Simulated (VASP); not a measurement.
# SiO2 (Stishovite) (P4_2/mnm) in VASP: notebook

SiO2 (Stishovite) is run at these levels: BLYP, PBE, LDA; tasks: single point.

Everything below comes from runs of VASP 6.6.1. Logs are shortened: lines on timing, memory, paths and dates and some standing lists are left out, and cuts for length are marked.

## (1) The cell of the first run

Symmetry: P4_2/mnm, No. 136, tetragonal system. Conventional cell: a = 4.177 Å, b = 4.177 Å, c = 2.665 Å, α = 90.00°, β = 90.00°, γ = 90.00°. Within 2.3 Å of Si (site symmetry mmm) lie 6 O at 1.76 to 1.81 Å. Within 2.3 Å of O (site symmetry m2m) lie 3 Si at 1.76 to 1.81 Å and 1 O at 2.29 Å.

## (2) Single point, BLYP

Input file INCAR:

```
SYSTEM = SiO2
AGGAC = 1.0
AGGAX = 1.0
ALDAC = 0.0
ALDAX = 1.0
ALGO = Normal
EDIFF = 1E-6
ENCUT = 520
GGA = B5
ISIF = 2
ISMEAR = 0
LASPH = .True.
LCHARG = .False.
LREAL = .False.
LWAVE = .False.
NBANDS = 25
NELM = 80
PREC = Accurate
SIGMA = 0.01
```

Input file KPOINTS:

```
k-points
0
Gamma
  4 4 6
  0 0 0
```

Input file POSCAR:

```
SiO2
1.0
    4.1773000000      0.0000000000      0.0000000000
    0.0000000000      4.1773000000      0.0000000000
    0.0000000000      0.0000000000      2.6652000000
Si O
2 4
Direct
    0.0000000000      0.0000000000      0.0000000000
    0.5000000000      0.5000000000      0.5000000000
    0.3059000000      0.3059000000      0.0000000000
    0.1941000000      0.8059000000      0.5000000000
    0.6941000000      0.6941000000      0.0000000000
    0.8059000000      0.1941000000      0.5000000000
```

Potentials or basis: VASP PAW PBE potentials, release 64 (Si, O).

The run is started by

```bash
$ cat potpaw_PBE.64/Si/POTCAR potpaw_PBE.64/O/POTCAR > POTCAR
$ mpirun -np 1 vasp_std > vasp.out
```

OUTCAR:

```text
SYSTEM = SiO2
   EDIFF = 1E-6
   ENCUT = 520
   GGA = B5
   ISIF = 2
   ISMEAR = 0
   LASPH = .True.
   LREAL = .False.
   NELM = 80
   PREC = Accurate

 ion  position               nearest neighbor table
   1  0.000  0.000  0.000-   4 1.76   6 1.76   4 1.76   6 1.76   5 1.81   3 1.81
   2  0.500  0.500  0.500-   3 1.76   5 1.76   3 1.76   5 1.76   4 1.81   6 1.81
   3  0.306  0.306  0.000-   2 1.76   2 1.76   1 1.81
   4  0.194  0.806  0.500-   1 1.76   1 1.76   2 1.81
   5  0.694  0.694  0.000-   2 1.76   2 1.76   1 1.81
   6  0.806  0.194  0.500-   1 1.76   1 1.76   2 1.81

  LATTYP: Found a simple tetragonal cell.
 ALAT       =     4.1773000000
 C/A-ratio  =     0.6380197735

  Lattice vectors:

 A1 = (   4.1773000000,   0.0000000000,   0.0000000000)
 A2 = (   0.0000000000,   4.1773000000,   0.0000000000)
 A3 = (   0.0000000000,   0.0000000000,   2.6652000000)

Analysis of symmetry for initial positions (statically):
=====================================================================
 Subroutine PRICEL returns:
 Original cell was already a primitive cell.

 Routine SETGRP: Setting up the symmetry group for a
 simple tetragonal supercell.

 Subroutine GETGRP returns: Found 16 space group operations
 (whereof  8 operations were pure point group operations)
 out of a pool of 16 trial point group operations.

The static configuration has the point symmetry D_2h.
 The point group associated with its full space group is D_4h.

Analysis of symmetry for dynamics (positions and initial velocities):
=====================================================================
 Subroutine PRICEL returns:
 Original cell was already a primitive cell.

 Routine SETGRP: Setting up the symmetry group for a
 simple tetragonal supercell.

 Subroutine GETGRP returns: Found 16 space group operations
 (whereof  8 operations were pure point group operations)
 out of a pool of 16 trial point group operations.

The dynamic configuration has the point symmetry D_2h.
 The point group associated with its full space group is D_4h.

 Subroutine INISYM returns: Found 16 space group operations
 (whereof  8 operations are pure point group operations),
 and found     1 'primitive' translations

----------------------------------------------------------------------------------------

                                     Primitive cell

  volume of cell :      46.5073

  direct lattice vectors                    reciprocal lattice vectors
     4.177300000  0.000000000  0.000000000     0.239389079  0.000000000  0.000000000
     0.000000000  4.177300000  0.000000000     0.000000000  0.239389079  0.000000000
     0.000000000  0.000000000  2.665200000     0.000000000  0.000000000  0.375206363

  length of vectors
     4.177300000  4.177300000  2.665200000     0.239389079  0.239389079  0.375206363

  position of ions in fractional coordinates (direct lattice)
     0.000000000  0.000000000  0.000000000
     0.500000000  0.500000000  0.500000000
     0.305900000  0.305900000  0.000000000
     0.194100000  0.805900000  0.500000000
     0.694100000  0.694100000  0.000000000
     0.805900000  0.194100000  0.500000000

  ion indices of the primitive-cell ions
   primitive index   ion index
                 1           1
                 2           2
                 3           3
                 4           4
                 5           5
                 6           6

----------------------------------------------------------------------------------------

 KPOINTS: k-points

Automatic generation of k-mesh.
 Grid dimensions read from file:
 generate k-points for:    4    4    6

 Generating k-lattice:

  Cartesian coordinates                     Fractional coordinates (reciprocal lattice)
     0.059847270  0.000000000  0.000000000     0.250000000  0.000000000  0.000000000
     0.000000000  0.059847270  0.000000000     0.000000000  0.250000000  0.000000000
     0.000000000  0.000000000  0.062534394     0.000000000  0.000000000  0.166666667

  Length of vectors
     0.059847270  0.059847270  0.062534394

  Shift w.r.t. Gamma in fractional coordinates (k-lattice)
     0.000000000  0.000000000  0.000000000

 Subroutine IBZKPT returns following result:
 ===========================================

 Found     24 irreducible k-points:

 Following reciprocal coordinates:
            Coordinates               Weight
  0.000000  0.000000  0.000000      1.000000
  0.250000  0.000000  0.000000      4.000000
  0.500000  0.000000  0.000000      2.000000
  0.250000  0.250000  0.000000      4.000000
  0.500000  0.250000  0.000000      4.000000
  0.500000  0.500000  0.000000      1.000000
[... 16 lines left out ...]
  0.500000  0.250000  0.500000      4.000000
  0.500000  0.500000  0.500000      1.000000
   k-points           NKPTS =     24   k-points in BZ     NKDIM =     24   number of bands    NBANDS=     25
   number of dos      NEDOS =    301   number of ions     NIONS =      6
   total plane-waves  NPLWV =  20480
   dimension x,y,z NGX =    32 NGY =   32 NGZ =   20
   dimension x,y,z NGXF=    64 NGYF=   64 NGZF=   40
   ions per type =               2   4
   NGX,Y,Z   is equivalent  to a cutoff of  12.74, 12.74, 12.48 a.u.
   NGXF,Y,Z  is equivalent  to a cutoff of  25.47, 25.47, 24.95 a.u.
 SYSTEM =  SiO2
   PREC   = accura    normal or accurate (medium, high low for compatibility)
   ISTART =      0    job   : 0-new  1-cont  2-samecut
   ICHARG =      2    charge: 1-file 2-atom 10-const
   ISPIN  =      1    spin polarized calculation?
   LNONCOLLINEAR =      F non collinear calculations
   LSORBIT =      F    spin-orbit coupling
   LASPH  =      T    aspherical Exc in radial PAW
   ENCUT  =  520.0 eV  38.22 Ry    6.18 a.u.   7.77  7.77  4.96*2*pi/ulx,y,z
   NELM   =     80;   NELMIN=  2; NELMDL= -5     # of ELM steps
   EDIFF  = 0.1E-05   stopping-criterion for ELM
   LREAL  =      F    real-space projection
   EDIFFG = 0.1E-04   stopping-criterion for IOM
   NSW    =      0    number of steps for IOM
   IBRION =     -1    ionic relax: 0-MD 1-quasi-New 2-CG
   NFREE  =      0    steps in history (QN), initial steepest desc. (CG)
   ISIF   =      2    stress and relaxation
   ISYM   =      2    0-nonsym 1-usesym 2-fastsym
   POTIM  = 0.5000    time-step for ionic-motion
   TEBEG  =    0.0;   TEEND  =   0.0 temperature during run
   PSTRESS=    0.0 pullay stress
   NELECT =      32.0000    total number of electrons
   NUPDOWN=      -1.0000    fix difference up-down
   EMIN   =  10.00;   EMAX   =-10.00  energy-range for DOS
   EFERMI =   0.00;   METHOD = LEGACY
   ISMEAR =     0;   SIGMA  =   0.01  broadening in eV -4-tet -1-fermi 0-gaus
   EFERMI_NEDOS =   21; number of points for ismear=-14 and -15
   IALGO  =     38    algorithm
   IMIX   =      4    mixing-type and parameters
     AMIX     =   0.40;   BMIX     =  1.00
     AMIX_MAG =   1.60;   BMIX_MAG =  1.00
  volume/ion in A,a.u.               =       7.75        52.31
  Fermi-wavevector in a.u.,A,eV,Ry     =   1.445277  2.731178 28.420200  2.088826
  Thomas-Fermi vector in A             =   2.563477
   LORBIT       =      0    0 simple, 1 ext, 2 COOP (PROOUT), +10 PAW based schemes
   GGA     = B5    functional components
   LHFCALC =     F    Hartree Fock is set to
   AEXX    =    0.0000 exact exchange contribution
   IVDW    =     0    specifies the selected vdW correction
   LEPSILON=     F    determine dielectric tensor
   LRPA    =     F    only Hartree local field effects (RPA)
 non-spin polarized calculation
 Gauss-broadening in eV      SIGMA  =   0.01
  energy-cutoff  :      520.00
  volume of cell :       46.51
 maximum number of plane-waves:      1270
 NGX is ok and might be reduce to    32
   NGX = 15   NGY = 15   NGZ =  9

 number of electron      31.9999974 magnetization

 Free energy of the ion-electron system (eV)
  ---------------------------------------------------
  ext. energy  EPLUGINS =         0.00000000
  ---------------------------------------------------
  free energy    TOTEN  =       -43.59408235 eV

  energy without entropy =      -43.59408235  energy(sigma->0) =      -43.59408235

 E-fermi :   8.6436     XC(G=0): -11.6979

 val. band max:        8.5873515159   @ k =   0.0000   0.0000   0.0000
 cond. band min:      14.3783319197   @ k =   0.0000   0.0000   0.0000
 fundamental gap:      5.7909804038
 Fermi energy:         8.6436247025

 k-point     1 :       0.0000    0.0000    0.0000
  band No.  band energies     occupation
      1     -13.8651      2.00000
      2     -10.2605      2.00000
      3     -10.2605      2.00000
      4     -10.0142      2.00000
      5      -2.1858      2.00000
      6       2.2133      2.00000
[... 17 lines left out ...]
     24      22.9959      0.00000
     25      24.5949      0.00000

 k-point     2 :       0.2500    0.0000    0.0000
  band No.  band energies     occupation
      1     -13.5421      2.00000
      2     -11.3497      2.00000
      3     -10.1011      2.00000
      4      -9.5850      2.00000
      5      -1.7561      2.00000
      6       0.9310      2.00000
[... 17 lines left out ...]
     24      22.3185      0.00000
     25      24.2189      0.00000

 k-point     3 :       0.5000    0.0000    0.0000
  band No.  band energies     occupation
      1     -12.6320      2.00000
      2     -12.6320      2.00000
      3      -9.7451      2.00000
      4      -9.7451      2.00000
      5      -0.6397      2.00000
      6      -0.6397      2.00000
[... 17 lines left out ...]
     24      22.3167      0.00000
     25      23.7561      0.00000

 k-point     4 :       0.2500    0.2500    0.0000
  band No.  band energies     occupation
      1     -13.2397      2.00000
      2     -11.5172      2.00000
      3     -10.4458      2.00000
      4      -9.6557      2.00000
      5      -1.2224      2.00000
      6       1.0503      2.00000
[... 17 lines left out ...]
     24      21.8902      0.00000
     25      24.1251      0.00000

 k-point     5 :       0.5000    0.2500    0.0000
  band No.  band energies     occupation
      1     -12.4188      2.00000
      2     -12.4188      2.00000
      3     -10.1449      2.00000
      4     -10.1449      2.00000
      5      -0.0238      2.00000
      6      -0.0238      2.00000
[... 17 lines left out ...]
     24      22.7913      0.00000
     25      23.1434      0.00000

 k-point     6 :       0.5000    0.5000    0.0000
  band No.  band energies     occupation
      1     -12.1160      2.00000
      2     -12.1160      2.00000
      3     -10.6202      2.00000
      4     -10.6202      2.00000
      5       0.8063      2.00000
      6       0.8063      2.00000
[... 17 lines left out ...]
     24      22.4993      0.00000
     25      23.4004      0.00000
[... 393 lines left out ...]
 k-point    21 :       0.5000    0.0000    0.5000
  band No.  band energies     occupation
      1     -10.9224      2.00000
      2     -10.9224      2.00000
      3      -9.7390      2.00000
      4      -9.7390      2.00000
      5      -0.7258      2.00000
      6      -0.7258      2.00000
[... 17 lines left out ...]
     24      23.1836      0.00000
     25      23.5384      0.00000

 k-point    22 :       0.2500    0.2500    0.5000
  band No.  band energies     occupation
      1     -11.0209      2.00000
      2     -10.9406      2.00000
      3      -9.7134      2.00000
      4      -9.5676      2.00000
      5      -1.6788      2.00000
      6      -0.6555      2.00000
[... 17 lines left out ...]
     24      23.3374      0.00000
     25      23.4462      0.00000

 k-point    23 :       0.5000    0.2500    0.5000
  band No.  band energies     occupation
      1     -10.8857      2.00000
      2     -10.8857      2.00000
      3      -9.7096      2.00000
      4      -9.7096      2.00000
      5      -1.5864      2.00000
      6      -1.5864      2.00000
[... 17 lines left out ...]
     24      22.4897      0.00000
     25      24.2546      0.00000

 k-point    24 :       0.5000    0.5000    0.5000
  band No.  band energies     occupation
      1     -10.8480      2.00000
      2     -10.8480      2.00000
      3      -9.6799      2.00000
      4      -9.6799      2.00000
      5      -2.0866      2.00000
      6      -2.0866      2.00000
[... 17 lines left out ...]
     24      22.9456      0.00000
     25      24.4285      0.00000

------------------------ aborting loop because EDIFF is reached ----------------------------------------

  FORCE on cell =-STRESS in cart. coord.  units (eV):
  Direction    XX          YY          ZZ          XY          YZ          ZX
  --------------------------------------------------------------------------------------
  -------------------------------------------------------------------------------------
  Total        4.9457882      4.9457882      5.9510438     -0.0000000      0.0000000      0.0000000
  in kB      170.3824897    170.3824897    205.0135615     -0.0000000      0.0000000      0.0000000
  external PRESSURE =     181.9261803 kB  Pullay stress =       0.0000000 kB

 VOLUME and BASIS-vectors are now :
 -----------------------------------------------------------------------------
  energy-cutoff  :      520.00
  volume of cell :       46.51
      direct lattice vectors                 reciprocal lattice vectors
     4.177300000  0.000000000  0.000000000     0.239389079  0.000000000  0.000000000
     0.000000000  4.177300000  0.000000000     0.000000000  0.239389079  0.000000000
     0.000000000  0.000000000  2.665200000     0.000000000  0.000000000  0.375206363

 POSITION                                       TOTAL-FORCE (eV/Angst)
 -----------------------------------------------------------------------------------
      0.00000      0.00000      0.00000        -0.000000     -0.000000      0.000000
      2.08865      2.08865      1.33260        -0.000000     -0.000000      0.000000
      1.27784      1.27784      0.00000        -0.076775     -0.076775      0.000000
      0.81081      3.36649      1.33260         0.076775     -0.076775      0.000000
      2.89946      2.89946      0.00000         0.076775      0.076775      0.000000
      3.36649      0.81081      1.33260        -0.076775      0.076775      0.000000
 -----------------------------------------------------------------------------------
    total drift:                                0.000000      0.000000     -0.000000

  FREE ENERGIE OF THE ION-ELECTRON SYSTEM (eV)
  ---------------------------------------------------
  free  energy   TOTEN  =       -43.5940823511 eV

  energy  without entropy=      -43.5940823511  energy(sigma->0) =      -43.59408235
```

Wall time 25 s (1 thread of Intel Xeon Platinum 8259CL at 2.50GHz (Skylake/Cascade Lake), shared host); peak memory 0.15 GiB.

What came out:

```
Free energy            : -43.5941 eV
Pressure               : 18.2 GPa
Largest force          : 0.109 eV/Å
Band gap on the k mesh : 5.79 eV, direct
```

Forces on the atoms (eV/Å):
```
Si   0.000  0.000  0.000
Si   0.000  0.000  0.000
O   -0.077 -0.077  0.000
O    0.077 -0.077  0.000
O    0.077  0.077  0.000
O   -0.077  0.077  0.000
```

Caveat: the PAW data sets were made with another functional, which shifts forces and pressure a little. A hybrid or GW would open this gap; BLYP tends to underestimate it.

## (3) Single point, PBE

Input file INCAR:

```
PREC = Accurate ; ENCUT = 520
EDIFF = 1E-7 ; ISMEAR = 0
SIGMA = 0.01 ; LREAL = F
LASPH = T ; NELM = 100
ALGO = Normal ; ISIF = 2
LWAVE = F ; LCHARG = F
GGA = PE ; NBANDS = 25
```

Input file KPOINTS:

```
Automatic mesh
0
Gamma
  4 4 6
```

POSCAR is that of step 2.

Potentials or basis: VASP PAW PBE potentials, release 64 (Si, O).

The run is started by

```bash
$ cat potpaw_PBE.64/Si/POTCAR potpaw_PBE.64/O/POTCAR > POTCAR
$ mpirun -np 1 vasp_std > vasp.out
```

Wall time 18 s (1 thread of Intel Xeon Platinum 8259CL at 2.50GHz (Skylake/Cascade Lake), shared host); peak memory 0.16 GiB.

The run converged. Its results:

- Free energy: -46.2536 eV
- Pressure: 11.4 GPa
- Largest force: 0.099 eV/Å
- Band gap on the k mesh: 5.62 eV, direct

Forces in eV/Å, atoms in the order of the input:
```
Si   0.000  0.000  0.000
Si   0.000  0.000  0.000
O   -0.070 -0.070  0.000
O    0.070 -0.070  0.000
O    0.070  0.070  0.000
O   -0.070  0.070  0.000
```

Stress tensor (GPa, compression positive):
```
10.66  0.00  0.00
 0.00 10.66  0.00
 0.00  0.00 12.83
```

Levels at points of the mesh, in eV from the valence-band top:
| k point | band 13 | band 14 | band 15 | band 16 | band 17 | band 18 | band 19 | band 20 |
| --- | --- | --- | --- | --- | --- | --- | --- | --- |
| (0.00, 0.00, 0.00) | -2.51 | -0.88 | -0.88 | 0.00 | 5.62 | 6.72 | 8.52 | 8.52 |
| (0.50, 0.00, 0.00) | -2.69 | -2.69 | -1.07 | -1.07 | 7.76 | 7.76 | 9.10 | 9.10 |
| (0.50, 0.50, 0.00) | -2.68 | -2.68 | -2.29 | -2.29 | 7.45 | 7.45 | 10.09 | 10.09 |
| (0.00, 0.00, 0.50) | -3.08 | -3.08 | -2.69 | -2.69 | 9.11 | 9.11 | 12.66 | 12.66 |
| (0.50, 0.00, 0.50) | -2.29 | -2.29 | -1.76 | -1.76 | 8.80 | 8.80 | 9.87 | 9.87 |
| (0.50, 0.50, 0.50) | -1.77 | -1.77 | -1.56 | -1.56 | 7.19 | 7.19 | 11.04 | 11.04 |

## (4) Single point, LDA

Input file INCAR:

```
SYSTEM = SiO2
PREC = Accurate ; ENCUT = 520
EDIFF = 1E-6 ; ISMEAR = 0
SIGMA = 0.01 ; LREAL = .False.
LASPH = .True. ; NELM = 60
ALGO = Normal ; ISIF = 2
LWAVE = .False. ; LCHARG = .False.
GGA = CA ; NBANDS = 25
```

Input file KPOINTS:

```
Automatic mesh
0
Gamma
  4 4 6
  0 0 0
```

POSCAR is that of step 3.

Potentials or basis: VASP PAW LDA potentials, release 64 (Si, O).

The run is started by

```bash
$ cat potpaw_LDA.64/Si/POTCAR potpaw_LDA.64/O/POTCAR > POTCAR
$ mpirun -np 1 vasp_std > vasp.out
```

It took 15 s on 1 thread of Intel Xeon Platinum 8259CL at 2.50GHz (Skylake/Cascade Lake), shared host; peak memory 0.14 GiB.

It converged, with:

| Quantity | Value |
| --- | --- |
| Free energy | -51.9664 eV |
| Pressure | -2.6 GPa |
| Largest force | 0.004 eV/Å |
| Band gap on the k mesh | 5.62 eV, direct |

Forces on the atoms (eV/Å):
```
Si   0.000  0.000  0.000
Si   0.000  0.000  0.000
O    0.003  0.003  0.000
O   -0.003  0.003  0.000
O   -0.003 -0.003  0.000
O    0.003 -0.003  0.000
```

Stress tensor (GPa, compression positive):
```
-3.21  0.00  0.00
 0.00 -3.21  0.00
 0.00  0.00 -1.41
```

Levels at points of the mesh, in eV from the valence-band top:
| k point | band 13 | band 14 | band 15 | band 16 | band 17 | band 18 | band 19 | band 20 |
| --- | --- | --- | --- | --- | --- | --- | --- | --- |
| (0.00, 0.00, 0.00) | -2.55 | -0.90 | -0.90 | 0.00 | 5.62 | 6.44 | 8.33 | 8.33 |
| (0.50, 0.00, 0.00) | -2.73 | -2.73 | -1.09 | -1.09 | 7.63 | 7.63 | 8.88 | 8.88 |
| (0.50, 0.50, 0.00) | -2.72 | -2.72 | -2.33 | -2.33 | 7.28 | 7.28 | 9.87 | 9.87 |
| (0.00, 0.00, 0.50) | -3.17 | -3.17 | -2.73 | -2.73 | 8.90 | 8.90 | 12.39 | 12.39 |
| (0.50, 0.00, 0.50) | -2.33 | -2.33 | -1.80 | -1.80 | 8.59 | 8.59 | 9.70 | 9.70 |
| (0.50, 0.50, 0.50) | -1.80 | -1.80 | -1.58 | -1.58 | 7.04 | 7.04 | 10.75 | 10.75 |

## (5) The runs side by side

```csv
level,potentials or basis,gap on the mesh (eV),pressure (GPa),largest force (eV/Å)
BLYP,"VASP PAW PBE potentials, release 64 (Si, O)",5.79,18.2,0.11
PBE,"VASP PAW PBE potentials, release 64 (Si, O)",5.62,11.4,0.10
LDA,"VASP PAW LDA potentials, release 64 (Si, O)",5.62,-2.6,-
```

Alike in all rows: task single point; no spin polarisation; cell as given; k mesh 4 × 4 × 6; cutoff (eV) 520; smearing gaussian 0.01 eV.

Caveats: the PAW data sets were made with another functional, which shifts forces and pressure a little (some runs).

Total energies depend on the potentials used, so only differences within one code and one set of settings carry meaning.
